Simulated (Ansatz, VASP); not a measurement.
## One calculation of SiGe3, two programs

```xyz
4
Lattice="2.4231 1.3990 3.6066 -2.4231 1.3990 3.6066 0.0000 -2.7979 3.6066" Properties=species:S:1:pos:R:3 pbc="T T T"
Si    0.0000    0.0000    5.4099
Ge    0.0000    0.0000    0.0000
Ge    0.0000    0.0000    2.7802
Ge    0.0000    0.0000    8.0396
```

Alike in both runs: functional PBE; k mesh 5 × 5 × 5; occupations gaussian, width 0.2 eV; no spin polarisation.

Ansatz relaxed the structure, and its values are those at the end. VASP's run is a single point on that final structure, the one shown.

|  | VASP | Ansatz |
| --- | --- | --- |
| version | VASP 6.6.1 | Ansatz 0.2.0 |
| potentials or method | VASP PAW PBE potentials, release 64 (Si, Ge_d), cutoff 500 eV | scalar-relativistic, plane waves, PAW |
| valence electrons in the cell | 46 | 46 |

VASP gave:

```
gap on the k mesh at the Fermi level (eV) : none
pressure (GPa)                            : -0.3
rms of the force components (eV/Å)        : 0.014
```

Which values does Ansatz return?

gap on the k mesh at the Fermi level (eV): none; pressure (GPa): -0.2; rms of the force components (eV/Å): 0.013.

A gap of «none» marks a metal or a gap that the smearing closes.
